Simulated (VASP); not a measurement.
# GaN (F-43m) in VASP: single point with LDA

Aim: the single point of GaN with LDA.

All numbers are computed with VASP 6.6.1; they aren't measurements. Logs are shortened: lines on timing, memory, paths and dates and some standing lists are left out, and cuts for length are marked.

### Step 1. The cell of the first run

Symmetry: F-43m, No. 216, cubic system. Conventional cell: a = 4.498 Å, b = 4.498 Å, c = 4.498 Å, α = 90.00°, β = 90.00°, γ = 90.00°. Ga (site symmetry -43m) has 4 N at 1.95 Å within 2.6 Å. Within 2.6 Å of N (site symmetry -43m) lie 4 Ga at 1.95 Å.

### Step 2. Single point, LDA

Contents of INCAR:

```
PREC = Accurate
ENCUT = 910
EDIFF = 1E-6
ISMEAR = 0
SIGMA = 0.01
LREAL = F
LASPH = T
NELM = 120
ALGO = Normal
ISIF = 2
LWAVE = F
LCHARG = F
GGA = CA
NBANDS = 16
GGA_COMPAT = F
```

Contents of KPOINTS:

```
regular mesh
0
Gamma
  6 6 6
```

Contents of POSCAR:

```
GaN
1.0
    0.0000000000      2.2489525415      2.2489525415
    2.2489525415      0.0000000000      2.2489525415
    2.2489525415      2.2489525415      0.0000000000
Ga N
1 1
Direct
    0.0000000000      0.0000000000      0.0000000000
    0.2500000000      0.2500000000      0.2500000000
```

Potentials or basis: VASP PAW LDA potentials, release 64 (Ga_d, N_h).

Run with:

```bash
$ cat potpaw_LDA.64/Ga_d/POTCAR potpaw_LDA.64/N_h/POTCAR > POTCAR
$ mpirun -np 1 vasp_std > vasp.out
```

OUTCAR:

```text
PREC = Accurate
   ENCUT = 910
   EDIFF = 1E-6
   ISMEAR = 0
   LREAL = F
   LASPH = T
   NELM = 120
   ISIF = 2
   GGA = CA

 ion  position               nearest neighbor table
   1  0.000  0.000  0.000-   2 1.95   2 1.95   2 1.95   2 1.95
   2  0.250  0.250  0.250-   1 1.95   1 1.95   1 1.95   1 1.95

  LATTYP: Found a face centered cubic cell.
 ALAT       =     4.4979050830

  Lattice vectors:

 A1 = (   0.0000000000,   2.2489525415,   2.2489525415)
 A2 = (   2.2489525415,   0.0000000000,   2.2489525415)
 A3 = (   2.2489525415,   2.2489525415,   0.0000000000)

Analysis of symmetry for initial positions (statically):
=====================================================================
 Subroutine PRICEL returns:
 Original cell was already a primitive cell.

 Routine SETGRP: Setting up the symmetry group for a
 face centered cubic supercell.

 Subroutine GETGRP returns: Found 24 space group operations
 (whereof 24 operations were pure point group operations)
 out of a pool of 48 trial point group operations.

The static configuration has the point symmetry T_d .

Analysis of symmetry for dynamics (positions and initial velocities):
=====================================================================
 Subroutine PRICEL returns:
 Original cell was already a primitive cell.

 Routine SETGRP: Setting up the symmetry group for a
 face centered cubic supercell.

 Subroutine GETGRP returns: Found 24 space group operations
 (whereof 24 operations were pure point group operations)
 out of a pool of 48 trial point group operations.

The dynamic configuration has the point symmetry T_d .

 Subroutine INISYM returns: Found 24 space group operations
 (whereof 24 operations are pure point group operations),
 and found     1 'primitive' translations

----------------------------------------------------------------------------------------

                                     Primitive cell

  volume of cell :      22.7494

  direct lattice vectors                    reciprocal lattice vectors
     0.000000000  2.248952542  2.248952542    -0.222325723  0.222325723  0.222325723
     2.248952542  0.000000000  2.248952542     0.222325723 -0.222325723  0.222325723
     2.248952542  2.248952542  0.000000000     0.222325723  0.222325723 -0.222325723

  length of vectors
     3.180499185  3.180499185  3.180499185     0.385079448  0.385079448  0.385079448

  position of ions in fractional coordinates (direct lattice)
     0.000000000  0.000000000  0.000000000
     0.250000000  0.250000000  0.250000000

  ion indices of the primitive-cell ions
   primitive index   ion index
                 1           1
                 2           2

----------------------------------------------------------------------------------------

 KPOINTS: regular mesh

Automatic generation of k-mesh.
 Grid dimensions read from file:
 generate k-points for:    6    6    6

 Generating k-lattice:

  Cartesian coordinates                     Fractional coordinates (reciprocal lattice)
    -0.037054287  0.037054287  0.037054287     0.166666667  0.000000000  0.000000000
     0.037054287 -0.037054287  0.037054287     0.000000000  0.166666667  0.000000000
     0.037054287  0.037054287 -0.037054287     0.000000000  0.000000000  0.166666667

  Length of vectors
     0.064179908  0.064179908  0.064179908

  Shift w.r.t. Gamma in fractional coordinates (k-lattice)
     0.000000000  0.000000000  0.000000000

 Subroutine IBZKPT returns following result:
 ===========================================

 Found     16 irreducible k-points:

 Following reciprocal coordinates:
            Coordinates               Weight
  0.000000  0.000000  0.000000      1.000000
  0.166667  0.000000  0.000000      8.000000
  0.333333  0.000000  0.000000      8.000000
  0.500000  0.000000  0.000000      4.000000
  0.166667  0.166667  0.000000      6.000000
  0.333333  0.166667  0.000000     24.000000
[... 8 lines left out ...]
 -0.333333  0.333333  0.166667     24.000000
 -0.333333  0.500000  0.166667     12.000000
   k-points           NKPTS =     16   k-points in BZ     NKDIM =     16   number of bands    NBANDS=     16
   number of dos      NEDOS =    301   number of ions     NIONS =      2
   total plane-waves  NPLWV =  32768
   dimension x,y,z NGX =    32 NGY =   32 NGZ =   32
   dimension x,y,z NGXF=    64 NGYF=   64 NGZF=   64
   ions per type =               1   1
   NGX,Y,Z   is equivalent  to a cutoff of  16.73, 16.73, 16.73 a.u.
   NGXF,Y,Z  is equivalent  to a cutoff of  33.45, 33.45, 33.45 a.u.
 SYSTEM =  unknown system
   PREC   = accura    normal or accurate (medium, high low for compatibility)
   ISTART =      0    job   : 0-new  1-cont  2-samecut
   ICHARG =      2    charge: 1-file 2-atom 10-const
   ISPIN  =      1    spin polarized calculation?
   LNONCOLLINEAR =      F non collinear calculations
   LSORBIT =      F    spin-orbit coupling
   LASPH  =      T    aspherical Exc in radial PAW
   ENCUT  =  910.0 eV  66.88 Ry    8.18 a.u.   7.82  7.82  7.82*2*pi/ulx,y,z
   NELM   =    120;   NELMIN=  2; NELMDL= -5     # of ELM steps
   EDIFF  = 0.1E-05   stopping-criterion for ELM
   LREAL  =      F    real-space projection
   EDIFFG = 0.1E-04   stopping-criterion for IOM
   NSW    =      0    number of steps for IOM
   IBRION =     -1    ionic relax: 0-MD 1-quasi-New 2-CG
   NFREE  =      0    steps in history (QN), initial steepest desc. (CG)
   ISIF   =      2    stress and relaxation
   ISYM   =      2    0-nonsym 1-usesym 2-fastsym
   POTIM  = 0.5000    time-step for ionic-motion
   TEBEG  =    0.0;   TEEND  =   0.0 temperature during run
   PSTRESS=    0.0 pullay stress
   NELECT =      18.0000    total number of electrons
   NUPDOWN=      -1.0000    fix difference up-down
   EMIN   =  10.00;   EMAX   =-10.00  energy-range for DOS
   EFERMI =   0.00;   METHOD = LEGACY
   ISMEAR =     0;   SIGMA  =   0.01  broadening in eV -4-tet -1-fermi 0-gaus
   EFERMI_NEDOS =   21; number of points for ismear=-14 and -15
   IALGO  =     38    algorithm
   IMIX   =      4    mixing-type and parameters
     AMIX     =   0.40;   BMIX     =  1.00
     AMIX_MAG =   1.60;   BMIX_MAG =  1.00
  volume/ion in A,a.u.               =      11.37        76.76
  Fermi-wavevector in a.u.,A,eV,Ry     =   1.514173  2.861371 31.194330  2.292719
  Thomas-Fermi vector in A             =   2.623866
   LORBIT       =      0    0 simple, 1 ext, 2 COOP (PROOUT), +10 PAW based schemes
   GGA     = CA    functional components
   LHFCALC =     F    Hartree Fock is set to
   AEXX    =    0.0000 exact exchange contribution
   IVDW    =     0    specifies the selected vdW correction
   LEPSILON=     F    determine dielectric tensor
   LRPA    =     F    only Hartree local field effects (RPA)
 non-spin polarized calculation
 Gauss-broadening in eV      SIGMA  =   0.01
  energy-cutoff  :      910.00
  volume of cell :       22.75
 maximum number of plane-waves:      1435
   NGX = 15   NGY = 15   NGZ = 15

 number of electron      18.0000002 magnetization

 Free energy of the ion-electron system (eV)
  ---------------------------------------------------
  ext. energy  EPLUGINS =         0.00000000
  ---------------------------------------------------
  free energy    TOTEN  =       -13.93503321 eV

  energy without entropy =      -13.93503321  energy(sigma->0) =      -13.93503321

 E-fermi :   5.5373     XC(G=0): -12.1649

 val. band max:        5.4132036535   @ k =   0.0000   0.0000   0.0000
 cond. band min:       7.1992286089   @ k =   0.0000   0.0000   0.0000
 fundamental gap:      1.7860249554
 Fermi energy:         5.5372974442

 k-point     1 :       0.0000    0.0000    0.0000
  band No.  band energies     occupation
      1     -10.4431      2.00000
      2      -8.1506      2.00000
      3      -8.1506      2.00000
      4      -8.1506      2.00000
      5      -7.8266      2.00000
      6      -7.8266      2.00000
[... 8 lines left out ...]
     15      24.1366      0.00000
     16      24.1366      0.00000

 k-point     2 :       0.1667    0.0000    0.0000
  band No.  band energies     occupation
      1     -10.1539      2.00000
      2      -8.1161      2.00000
      3      -8.1161      2.00000
      4      -8.0166      2.00000
      5      -7.8282      2.00000
      6      -7.8282      2.00000
[... 8 lines left out ...]
     15      22.2356      0.00000
     16      22.2356      0.00000

 k-point     3 :       0.3333    0.0000    0.0000
  band No.  band energies     occupation
      1      -9.7000      2.00000
      2      -8.0707      2.00000
      3      -8.0707      2.00000
      4      -7.8054      2.00000
      5      -7.8054      2.00000
      6      -7.2948      2.00000
[... 8 lines left out ...]
     15      22.9804      0.00000
     16      22.9804      0.00000

 k-point     4 :       0.5000    0.0000    0.0000
  band No.  band energies     occupation
      1      -9.5695      2.00000
      2      -8.0623      2.00000
      3      -8.0623      2.00000
      4      -7.7784      2.00000
      5      -7.7784      2.00000
      6      -6.4403      2.00000
[... 8 lines left out ...]
     15      24.9389      0.00000
     16      24.9389      0.00000

 k-point     5 :       0.1667    0.1667    0.0000
  band No.  band energies     occupation
      1     -10.0626      2.00000
      2      -8.0806      2.00000
      3      -8.0806      2.00000
      4      -8.0348      2.00000
      5      -7.8337      2.00000
      6      -7.8070      2.00000
[... 8 lines left out ...]
     15      25.9771      0.00000
     16      26.0598      0.00000

 k-point     6 :       0.3333    0.1667    0.0000
  band No.  band energies     occupation
      1      -9.6880      2.00000
      2      -8.0519      2.00000
      3      -8.0201      2.00000
      4      -7.9133      2.00000
      5      -7.7854      2.00000
      6      -7.4012      2.00000
[... 8 lines left out ...]
     15      24.7993      0.00000
     16      25.3671      0.00000

 k-point     7 :       0.5000    0.1667    0.0000
  band No.  band energies     occupation
      1      -9.5154      2.00000
      2      -8.0533      2.00000
      3      -8.0053      2.00000
      4      -7.8480      2.00000
      5      -7.7757      2.00000
      6      -6.3619      2.00000
[... 8 lines left out ...]
     15      24.6877      0.00000
     16      25.6164      0.00000

 k-point     8 :      -0.3333    0.1667    0.0000
  band No.  band energies     occupation
      1      -9.5495      2.00000
      2      -8.0555      2.00000
      3      -8.0191      2.00000
      4      -7.8220      2.00000
      5      -7.8200      2.00000
      6      -6.6607      2.00000
[... 8 lines left out ...]
     15      22.4197      0.00000
     16      25.2272      0.00000

 k-point     9 :      -0.1667    0.1667    0.0000
  band No.  band energies     occupation
      1      -9.8205      2.00000
      2      -8.0730      2.00000
      3      -8.0722      2.00000
      4      -7.8541      2.00000
      5      -7.8491      2.00000
      6      -7.6201      2.00000
[... 8 lines left out ...]
     15      22.1233      0.00000
     16      25.2382      0.00000

 k-point    10 :       0.3333    0.3333    0.0000
  band No.  band energies     occupation
      1      -9.5330      2.00000
      2      -8.0187      2.00000
      3      -7.9267      2.00000
      4      -7.9267      2.00000
      5      -7.7677      2.00000
      6      -7.0235      2.00000
[... 8 lines left out ...]
     15      27.8036      0.00000
     16      27.9258      0.00000

 k-point    11 :       0.5000    0.3333    0.0000
  band No.  band energies     occupation
      1      -9.4394      2.00000
      2      -8.0349      2.00000
      3      -7.8977      2.00000
      4      -7.8914      2.00000
      5      -7.7644      2.00000
      6      -6.1386      2.00000
[... 8 lines left out ...]
     15      27.8063      0.00000
     16      27.8820      0.00000

 k-point    12 :      -0.3333    0.3333    0.0000
  band No.  band energies     occupation
      1      -9.4416      2.00000
      2      -8.0396      2.00000
      3      -7.9238      2.00000
      4      -7.8738      2.00000
      5      -7.8082      2.00000
      6      -5.9045      2.00000
[... 8 lines left out ...]
     15      24.2565      0.00000
     16      28.1782      0.00000

 k-point    13 :       0.5000    0.5000    0.0000
  band No.  band energies     occupation
      1      -9.4185      2.00000
      2      -8.0690      2.00000
      3      -7.8418      2.00000
      4      -7.8418      2.00000
      5      -7.7481      2.00000
      6      -5.9609      2.00000
[... 8 lines left out ...]
     15      27.1950      0.00000
     16      30.0563      0.00000

 k-point    14 :       0.5000    0.3333    0.1667
  band No.  band energies     occupation
      1      -9.5003      2.00000
      2      -8.0148      2.00000
      3      -7.9926      2.00000
      4      -7.8864      2.00000
      5      -7.7891      2.00000
      6      -6.5838      2.00000
[... 8 lines left out ...]
     15      25.1868      0.00000
     16      27.7532      0.00000

 k-point    15 :      -0.3333    0.3333    0.1667
  band No.  band energies     occupation
      1      -9.4413      2.00000
      2      -8.0295      2.00000
      3      -7.9617      2.00000
      4      -7.8505      2.00000
      5      -7.8030      2.00000
      6      -5.9019      2.00000
[... 8 lines left out ...]
     15      24.1893      0.00000
     16      28.1205      0.00000

 k-point    16 :      -0.3333    0.5000    0.1667
  band No.  band energies     occupation
      1      -9.4135      2.00000
      2      -8.0213      2.00000
      3      -7.9444      2.00000
      4      -7.8343      2.00000
      5      -7.7862      2.00000
      6      -5.7358      2.00000
[... 8 lines left out ...]
     15      25.9661      0.00000
     16      28.3843      0.00000

------------------------ aborting loop because EDIFF is reached ----------------------------------------

  FORCE on cell =-STRESS in cart. coord.  units (eV):
  Direction    XX          YY          ZZ          XY          YZ          ZX
  --------------------------------------------------------------------------------------
  -------------------------------------------------------------------------------------
  Total       -0.6647099     -0.6647099     -0.6647099      0.0000000     -0.0000000      0.0000000
  in kB      -46.8135782    -46.8135782    -46.8135782      0.0000000     -0.0000000      0.0000000
  external PRESSURE =     -46.8135782 kB  Pullay stress =       0.0000000 kB

 VOLUME and BASIS-vectors are now :
 -----------------------------------------------------------------------------
  energy-cutoff  :      910.00
  volume of cell :       22.75
      direct lattice vectors                 reciprocal lattice vectors
     0.000000000  2.248952542  2.248952542    -0.222325723  0.222325723  0.222325723
     2.248952542  0.000000000  2.248952542     0.222325723 -0.222325723  0.222325723
     2.248952542  2.248952542  0.000000000     0.222325723  0.222325723 -0.222325723

 POSITION                                       TOTAL-FORCE (eV/Angst)
 -----------------------------------------------------------------------------------
      0.00000      0.00000      0.00000        -0.000000     -0.000000     -0.000000
      1.12448      1.12448      1.12448         0.000000      0.000000      0.000000
 -----------------------------------------------------------------------------------
    total drift:                                0.000000      0.000000      0.000000

  FREE ENERGIE OF THE ION-ELECTRON SYSTEM (eV)
  ---------------------------------------------------
  free  energy   TOTEN  =       -13.9350332105 eV

  energy  without entropy=      -13.9350332105  energy(sigma->0) =      -13.93503321
```

It took 19 s on 1 thread of AMD EPYC 7R13 (Zen 3), shared host; peak memory 0.13 GiB.

What came out:

```yaml
Free_energy: -13.9350 eV
Pressure: -4.7 GPa
Band_gap_on_the_k_mesh: 1.79 eV, direct
```

Caveat: the cutoff is under 1.25 times the usual one of these potentials, so pressure, stress and relaxed cells hold a basis-set (Pulay) error. A hybrid or GW would open this gap; LDA tends to underestimate it.
